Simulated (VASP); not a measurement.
# BN (lda) (P6_3mc) in VASP: further runs, part 2 of 2

VASP 6.6.1. The steps go on from the part before.

## (4) Relaxation of the atoms, LDA (strained cell)

Contents of INCAR:

```
SYSTEM = BN
PREC = Accurate ; ENCUT = 520
EDIFF = 1E-7 ; ISMEAR = 0
SIGMA = 0.02 ; LREAL = .FALSE.
LASPH = .TRUE. ; NELM = 120
ALGO = Normal ; ISIF = 2
LWAVE = .FALSE. ; LCHARG = .FALSE.
GGA = CA ; IBRION = 2
NSW = 60 ; EDIFFG = -0.002
GGA_COMPAT = .FALSE. ; NELMIN = 4
```

Contents of KPOINTS:

```
regular mesh
0
G
  9 9 6
  0 0 0
```

Contents of POSCAR:

```
BN
1.0
    2.5132336177      0.0000000000      0.0000000000
   -1.2566168088      2.1765241585      0.0000000000
    0.0000000000      0.0000000000      4.2369422297
B N
2 2
Direct
    0.3333333333      0.6666666667     -0.0002034900
    0.6666666667      0.3333333333      0.4997965100
    0.3333333333      0.6666666667      0.3742034900
    0.6666666667      0.3333333333      0.8742034900
```

Potentials or basis: VASP PAW LDA potentials, release 64 (B, N).

Run with:

```console
> cat potpaw_LDA.64/B/POTCAR potpaw_LDA.64/N/POTCAR > POTCAR
> mpirun -np 1 vasp_std > vasp.out
```

OUTCAR:

```text
SYSTEM = BN
   PREC = Accurate
   ENCUT = 520
   EDIFF = 1E-7
   ISMEAR = 0
   LREAL = .FALSE.
   LASPH = .TRUE.
   NELM = 120
   ISIF = 2
   GGA = CA
   IBRION = 2
   NSW = 60
   EDIFFG = -0.002
   NELMIN = 4

 ion  position               nearest neighbor table
   1  0.333  0.667  1.000-   4 1.55   4 1.55   4 1.55   3 1.59
   2  0.667  0.333  0.500-   3 1.55   3 1.55   3 1.55   4 1.59
   3  0.333  0.667  0.374-   2 1.55   2 1.55   2 1.55   1 1.59
   4  0.667  0.333  0.874-   1 1.55   1 1.55   1 1.55   2 1.59

  LATTYP: Found a hexagonal cell.
 ALAT       =     2.5132336177
 C/A-ratio  =     1.6858529187

  Lattice vectors:

 A1 = (   2.5132336177,   0.0000000000,   0.0000000000)
 A2 = (  -1.2566168088,   2.1765241585,   0.0000000000)
 A3 = (   0.0000000000,   0.0000000000,   4.2369422297)

Analysis of symmetry for initial positions (statically):
=====================================================================
 Subroutine PRICEL returns:
 Original cell was already a primitive cell.

 Routine SETGRP: Setting up the symmetry group for a
 hexagonal supercell.

 Subroutine GETGRP returns: Found 12 space group operations
 (whereof  6 operations were pure point group operations)
 out of a pool of 24 trial point group operations.

[... 245 lines left out ...]

 number of electron      16.0000003 magnetization

 Free energy of the ion-electron system (eV)
  ---------------------------------------------------
  ext. energy  EPLUGINS =         0.00000000
  ---------------------------------------------------
  free energy    TOTEN  =       -38.73840866 eV

  energy without entropy =      -38.73840866  energy(sigma->0) =      -38.73840866

 E-fermi :   7.9020     XC(G=0): -13.1901

 val. band max:        7.8192919155   @ k =   0.0000   0.0000   0.0000
 cond. band min:      12.6568744495   @ k =   0.3333   0.3333   0.0000
 fundamental gap:      4.8375825340
 Fermi energy:         7.9019904800

 k-point     1 :       0.0000    0.0000    0.0000
  band No.  band energies     occupation
      1     -12.6779      2.00000
      2      -8.5407      2.00000
      3      -3.3837      2.00000
      4       5.7825      2.00000
      5       5.7825      2.00000
      6       7.4386      2.00000
      7       7.8193      2.00000
      8       7.8193      2.00000
      9      15.8024      0.00000
     10      16.2996      0.00000
     11      16.2996      0.00000
     12      18.0325      0.00000
[... 331 lines left out ...]
 k-point    24 :       0.3333    0.3333    0.1667
  band No.  band energies     occupation
      1      -7.0801      2.00000
      2      -7.0801      2.00000
      3      -1.5154      2.00000
      4      -0.0783      2.00000
      5      -0.0783      2.00000
      6       1.6476      2.00000
      7       3.0612      2.00000
      8       3.0612      2.00000
      9      13.3854      0.00000
     10      19.5133      0.00000
     11      19.5133      0.00000
     12      21.2802      0.00000

 [... further k-points ...]

------------------------ aborting loop because EDIFF is reached ----------------------------------------

  FORCE on cell =-STRESS in cart. coord.  units (eV):
  Direction    XX          YY          ZZ          XY          YZ          ZX
  --------------------------------------------------------------------------------------
  -------------------------------------------------------------------------------------
  Total        0.6646594      0.6646594     -2.0471065      0.0000000      0.0000000     -0.0000000
  in kB       45.9473919     45.9473919   -141.5148836      0.0000000      0.0000000     -0.0000000
  external PRESSURE =     -16.5400332 kB  Pullay stress =       0.0000000 kB
[... 19 lines left out ...]
  FREE ENERGIE OF THE ION-ELECTRON SYSTEM (eV)
  ---------------------------------------------------
  free  energy   TOTEN  =       -38.7384086576 eV

  energy  without entropy=      -38.7384086576  energy(sigma->0) =      -38.73840866

 reached required accuracy - stopping structural energy minimisation
```

OSZICAR:

```text
N       E                     dE             d eps       ncg     rms          rms(c)
DAV:   1     0.398865115778E+02    0.39887E+02   -0.87340E+03  1160   0.129E+03
DAV:   2    -0.389596657735E+02   -0.78846E+02   -0.73662E+02  1672   0.250E+02
DAV:   3    -0.410800085230E+02   -0.21203E+01   -0.21132E+01  1536   0.399E+01
[... 17 lines left out ...]
       N       E                     dE             d eps       ncg     rms          rms(c)
DAV:   1    -0.387384080864E+02   -0.14837E-04   -0.16503E-03  1280   0.389E-01    0.870E-03
DAV:   2    -0.387384092991E+02   -0.12127E-05   -0.22546E-05  1440   0.450E-02    0.517E-03
DAV:   3    -0.387384086821E+02    0.61693E-06   -0.72026E-07  1452   0.974E-03    0.166E-03
DAV:   4    -0.387384086576E+02    0.24537E-07   -0.27906E-07  1296   0.494E-03
   3 F= -.38738409E+02 E0= -.38738409E+02  d E =-.106742E-04
```

Run time: 12 s. Hardware: 1 thread of Intel Xeon 6975P-C, shared host; peak memory 0.13 GiB.

What came out:

| Item | Value |
| --- | --- |
| Free energy | -38.7384 eV |
| Energy gained by relaxing | 0.0 meV/atom |
| Ionic steps | 3 |
| Pressure after relaxing | -1.7 GPa |
| Band gap on the k mesh | 4.84 eV, indirect (least direct gap 7.98 eV) |

Stress tensor (GPa, compression positive):
```
  4.59   0.00   0.00
  0.00   4.59   0.00
  0.00   0.00 -14.15
```

Final structure:
```
B N
1.0
     2.51323    0.00000    0.00000
    -1.25662    2.17652    0.00000
     0.00000    0.00000    4.23694
B N
2 2
Direct
  0.33333 0.66667 0.99988
  0.66667 0.33333 0.49988
  0.33333 0.66667 0.37412
  0.66667 0.33333 0.87412
```

Caveat: the cell differs from its parent crystal (strained cell). A k mesh can miss the band edges.

## (5) Relaxation of the atoms, LDA (strained cell)

Contents of INCAR:

```
SYSTEM = BN
  PREC = Accurate
  ENCUT = 520
  EDIFF = 1E-7
  ISMEAR = 0
  SIGMA = 0.02
  LREAL = .FALSE.
  LASPH = .TRUE.
  NELM = 120
  ALGO = Normal
  ISIF = 2
  LWAVE = .FALSE.
  LCHARG = .FALSE.
  GGA = CA
  IBRION = 2
  NSW = 60
  EDIFFG = -0.002
  GGA_COMPAT = .FALSE.
  NELMIN = 4
```

Contents of KPOINTS:

```
Automatic mesh
0
G
  9 9 6
  0 0 0
```

Contents of POSCAR:

```
BN
1.0
    2.5214035392      0.0000000000      0.0000000000
   -1.2607017696      2.1835995181      0.0000000000
    0.0000000000      0.0000000000      4.2369422297
B N
2 2
Direct
    0.3333333333      0.6666666667     -0.0004003599
    0.6666666667      0.3333333333      0.4995996401
    0.3333333333      0.6666666667      0.3744003599
    0.6666666667      0.3333333333      0.8744003599
```

Run with:

```console
> cat potpaw_LDA.64/B/POTCAR potpaw_LDA.64/N/POTCAR > POTCAR
> mpirun -np 1 vasp_std > vasp.out
```

Wall time 14 s (1 thread of Intel Xeon 6975P-C, shared host); peak memory 0.13 GiB.

Results (log left out):

- Free energy: -38.7412 eV
- Energy gained by relaxing: 0.0 meV/atom
- Ionic steps: 3
- Pressure after relaxing: -4.2 GPa
- Band gap on the k mesh: 4.87 eV, indirect (least direct gap 8.05 eV)

Stress tensor (GPa, compression positive):
```
  0.88   0.00   0.00
  0.00   0.88   0.00
  0.00   0.00 -14.44
```

Final structure:
```
CELL_PARAMETERS angstrom
2.52140 0.00000 0.00000
-1.26070 2.18360 0.00000
0.00000 0.00000 4.23694
ATOMIC_POSITIONS crystal
B 0.33333 0.66667 0.99982
B 0.66667 0.33333 0.49982
N 0.33333 0.66667 0.37418
N 0.66667 0.33333 0.87418
```

Levels at points of the mesh, in eV from the valence-band top:
| k point | band 4 | band 5 | band 6 | band 7 | band 8 | band 9 | band 10 | band 11 | band 12 |
| --- | --- | --- | --- | --- | --- | --- | --- | --- | --- |
| (0.00, 0.00, 0.00) | -2.05 | -2.05 | -0.35 | 0.00 | 0.00 | 8.05 | 8.43 | 8.43 | 10.07 |
| (0.00, 0.00, 0.50) | -5.91 | -1.13 | -1.13 | -1.13 | -1.13 | 9.76 | 9.76 | 9.96 | 9.96 |

Caveat: the cell differs from its parent crystal (strained cell). A k mesh can miss the band edges.

## (6) Relaxation of the atoms, LDA (strained cell)

Contents of INCAR:

```
PREC     = Accurate       # precision mode
ENCUT    = 520            # plane-wave cutoff, eV
EDIFF    = 1E-7           # SCF threshold, eV
ISMEAR   = 0              # smearing method
SIGMA    = 0.02           # smearing width, eV
LREAL    = F              # projectors in reciprocal space
LASPH    = T              # aspherical terms in the spheres
NELM     = 120            # most SCF steps
ALGO     = Normal         # electronic algorithm
ISIF     = 2              # what is computed and relaxed
LWAVE    = F              # write WAVECAR
LCHARG   = F              # write CHGCAR
IBRION   = 2              # ionic algorithm
NSW      = 60             # ionic steps
EDIFFG   = -0.002         # ionic threshold
GGA_COMPAT= F            
NELMIN   = 4
```

Contents of KPOINTS:

```
regular mesh
0
Gamma
  9 9 6
```

Contents of POSCAR:

```
BN
1.0
    2.5206271985      0.0000000000      0.0000000000
   -1.2603135993      2.1829271874      0.0000000000
    0.0000000000      0.0000000000      4.2369422297
B N
2 2
Direct
    0.3333333333      0.6666666667     -0.0002237443
    0.6666666667      0.3333333333      0.4997762557
    0.3333333333      0.6666666667      0.3742237443
    0.6666666667      0.3333333333      0.8742237443
```

Potentials or basis: VASP PAW LDA potentials, release 64 (B, N).

Run with:

```console
> cat potpaw_LDA.64/B/POTCAR potpaw_LDA.64/N/POTCAR > POTCAR
> mpirun -np 1 vasp_std > vasp.out
```

OUTCAR:

```text
PREC = Accurate
   ENCUT = 520
   EDIFF = 1E-7
   ISMEAR = 0
   LREAL = F
   LASPH = T
   NELM = 120
   ISIF = 2
   IBRION = 2
   NSW = 60
   EDIFFG = -0.002
   NELMIN = 4

 ion  position               nearest neighbor table
   1  0.333  0.667  1.000-   4 1.55   4 1.55   4 1.55   3 1.59
   2  0.667  0.333  0.500-   3 1.55   3 1.55   3 1.55   4 1.59
   3  0.333  0.667  0.374-   2 1.55   2 1.55   2 1.55   1 1.59
   4  0.667  0.333  0.874-   1 1.55   1 1.55   1 1.55   2 1.59

  LATTYP: Found a hexagonal cell.
 ALAT       =     2.5206271985
 C/A-ratio  =     1.6809079233

  Lattice vectors:

 A1 = (   2.5206271985,   0.0000000000,   0.0000000000)
 A2 = (  -1.2603135993,   2.1829271874,   0.0000000000)
 A3 = (   0.0000000000,   0.0000000000,   4.2369422297)

Analysis of symmetry for initial positions (statically):
=====================================================================
 Subroutine PRICEL returns:
 Original cell was already a primitive cell.

 Routine SETGRP: Setting up the symmetry group for a
 hexagonal supercell.

 Subroutine GETGRP returns: Found 12 space group operations
 (whereof  6 operations were pure point group operations)
 out of a pool of 24 trial point group operations.

The static configuration has the point symmetry C_3v.
 The point group associated with its full space group is C_6v.

Analysis of symmetry for dynamics (positions and initial velocities):
=====================================================================
 Subroutine PRICEL returns:
 Original cell was already a primitive cell.

 Routine SETGRP: Setting up the symmetry group for a
 hexagonal supercell.

 Subroutine GETGRP returns: Found 12 space group operations
 (whereof  6 operations were pure point group operations)
 out of a pool of 24 trial point group operations.

The dynamic configuration has the point symmetry C_3v.
 The point group associated with its full space group is C_6v.

 Subroutine INISYM returns: Found 12 space group operations
 (whereof  6 operations are pure point group operations),
 and found     1 'primitive' translations
[... 136 lines left out ...]
 NGX is ok and might be reduce to    20
   NGX =  9   NGY =  9   NGZ = 15

--------------------------------------- Ionic step        1  -------------------------------------------

 number of electron      16.0000003 magnetization

 Free energy of the ion-electron system (eV)
  ---------------------------------------------------
  ext. energy  EPLUGINS =         0.00000000
  ---------------------------------------------------
  free energy    TOTEN  =       -38.74106102 eV

  energy without entropy =      -38.74106102  energy(sigma->0) =      -38.74106102

------------------------ aborting loop because EDIFF is reached ----------------------------------------

  FORCE on cell =-STRESS in cart. coord.  units (eV):
  Direction    XX          YY          ZZ          XY          YZ          ZX
  --------------------------------------------------------------------------------------
  -------------------------------------------------------------------------------------
  Total        0.1793928      0.1793928     -2.0954969     -0.0000000      0.0000000      0.0000000
  in kB       12.3286389     12.3286389   -144.0115038     -0.0000000      0.0000000      0.0000000
  external PRESSURE =     -39.7847420 kB  Pullay stress =       0.0000000 kB
[... 63 lines left out ...]
--------------------------------------- Ionic step        3  -------------------------------------------

 number of electron      16.0000003 magnetization

 Free energy of the ion-electron system (eV)
  ---------------------------------------------------
  ext. energy  EPLUGINS =         0.00000000
  ---------------------------------------------------
  free energy    TOTEN  =       -38.74106477 eV

  energy without entropy =      -38.74106477  energy(sigma->0) =      -38.74106477

 E-fermi :   7.8206     XC(G=0): -13.1615

 val. band max:        7.7374227192   @ k =   0.0000   0.0000   0.0000
 cond. band min:      12.6032555734   @ k =   0.3333   0.3333   0.0000
 fundamental gap:      4.8658328541
 Fermi energy:         7.8206331237

 k-point     1 :       0.0000    0.0000    0.0000
  band No.  band energies     occupation
      1     -12.6846      2.00000
      2      -8.5480      2.00000
      3      -3.3951      2.00000
      4       5.6927      2.00000
      5       5.6927      2.00000
      6       7.3806      2.00000
      7       7.7374      2.00000
      8       7.7374      2.00000
      9      15.7840      0.00000
     10      16.1700      0.00000
     11      16.1700      0.00000
     12      17.8200      0.00000
[... 331 lines left out ...]
 k-point    24 :       0.3333    0.3333    0.1667
  band No.  band energies     occupation
      1      -7.1324      2.00000
      2      -7.1324      2.00000
      3      -1.5385      2.00000
      4      -0.1229      2.00000
      5      -0.1229      2.00000
      6       1.6291      2.00000
      7       3.0123      2.00000
      8       3.0123      2.00000
      9      13.3315      0.00000
     10      19.4273      0.00000
     11      19.4273      0.00000
     12      21.1605      0.00000

 [... further k-points ...]
[... 5 lines left out ...]
  --------------------------------------------------------------------------------------
  -------------------------------------------------------------------------------------
  Total        0.1780343      0.1780343     -2.0968009     -0.0000000      0.0000000      0.0000000
  in kB       12.2352758     12.2352758   -144.1011255     -0.0000000      0.0000000      0.0000000
  external PRESSURE =     -39.8768580 kB  Pullay stress =       0.0000000 kB
[... 19 lines left out ...]
  FREE ENERGIE OF THE ION-ELECTRON SYSTEM (eV)
  ---------------------------------------------------
  free  energy   TOTEN  =       -38.7410647742 eV

  energy  without entropy=      -38.7410647742  energy(sigma->0) =      -38.74106477

 reached required accuracy - stopping structural energy minimisation
```

OSZICAR:

```text
N       E                     dE             d eps       ncg     rms          rms(c)
DAV:   1     0.446030645637E+02    0.44603E+02   -0.88246E+03  1152   0.130E+03
DAV:   2    -0.389073157417E+02   -0.83510E+02   -0.78037E+02  1592   0.253E+02
DAV:   3    -0.410572342607E+02   -0.21499E+01   -0.21438E+01  1528   0.422E+01
[... 17 lines left out ...]
       N       E                     dE             d eps       ncg     rms          rms(c)
DAV:   1    -0.387410645550E+02   -0.51236E-05   -0.59547E-04  1288   0.233E-01    0.521E-03
DAV:   2    -0.387410650048E+02   -0.44987E-06   -0.81761E-06  1440   0.270E-02    0.310E-03
DAV:   3    -0.387410647843E+02    0.22056E-06   -0.25076E-07  1376   0.579E-03    0.101E-03
DAV:   4    -0.387410647742E+02    0.10068E-07   -0.10024E-07   760   0.305E-03
   3 F= -.38741065E+02 E0= -.38741065E+02  d E =-.375330E-05
```

CONTCAR:

```text
BN
   1.00000000000000
     2.5206271985000002    0.0000000000000000    0.0000000000000000
    -1.2603135993000001    2.1829271873999998    0.0000000000000000
     0.0000000000000000    0.0000000000000000    4.2369422297000003
  B               N
     2     2
Direct
     0.3333333332999970    0.6666666667000030    0.9998237196478965
     0.6666666667000030    0.3333333332999970    0.4998237196478965
     0.3333333332999970    0.6666666667000030    0.3741762803520988
     0.6666666667000030    0.3333333332999970    0.8741762803520987

  0.00000000E+00  0.00000000E+00  0.00000000E+00
  0.00000000E+00  0.00000000E+00  0.00000000E+00
  0.00000000E+00  0.00000000E+00  0.00000000E+00
  0.00000000E+00  0.00000000E+00  0.00000000E+00
```

Run time: 14 s. Hardware: 1 thread of Intel Xeon 6975P-C, shared host; peak memory 0.13 GiB.

Results:

| Quantity | Value |
| --- | --- |
| Free energy | -38.7411 eV |
| Energy gained by relaxing | 0.0 meV/atom |
| Ionic steps | 3 |
| Pressure after relaxing | -4.0 GPa |
| Band gap on the k mesh | 4.87 eV, indirect (least direct gap 8.05 eV) |

Final structure:
```xyz
4
Lattice="2.5206 0.0000 0.0000 -1.2603 2.1829 0.0000 0.0000 0.0000 4.2369" Properties=species:S:1:pos:R:3 pbc="T T T"
B     0.0000    1.4553    4.2362
B     1.2603    0.7276    2.1177
N     0.0000    1.4553    1.5854
N     1.2603    0.7276    3.7038
```

Caveat: the cell differs from its parent crystal (strained cell). A k mesh can miss the band edges.

## (7) Summary

| task | cell | cutoff (eV) | smearing | gap on the mesh (eV) | pressure (GPa) |
| --- | --- | --- | --- | --- | --- |
| single point | a = 2.521, b = 2.521, c = 4.237 Å, angles 90.0, 90.0, 120.0°, 4 atoms | 600 | gaussian 0.01 eV | 4.87 | -4.3 |
| single point | a = 2.570, b = 2.570, c = 4.237 Å, angles 90.0, 90.0, 120.0°, 4 atoms | 600 | gaussian 0.02 eV | 5.02 | -18.2 |
| relaxation of the atoms | atoms relaxed from a = 2.513, b = 2.513, c = 4.237 Å, angles 90.0, 90.0, 120.0°, 4 atoms | 520 | gaussian 0.02 eV | 4.84 | -1.7 |
| relaxation of the atoms | atoms relaxed from a = 2.521, b = 2.521, c = 4.237 Å, angles 90.0, 90.0, 120.0°, 4 atoms | 520 | gaussian 0.02 eV | 4.87 | -4.0 |

Alike in all rows: level LDA; potentials or basis VASP PAW LDA potentials, release 64 (B, N); no spin polarisation; k mesh 9 × 9 × 6.

Absolute energies hang on the potentials; compare differences alone.
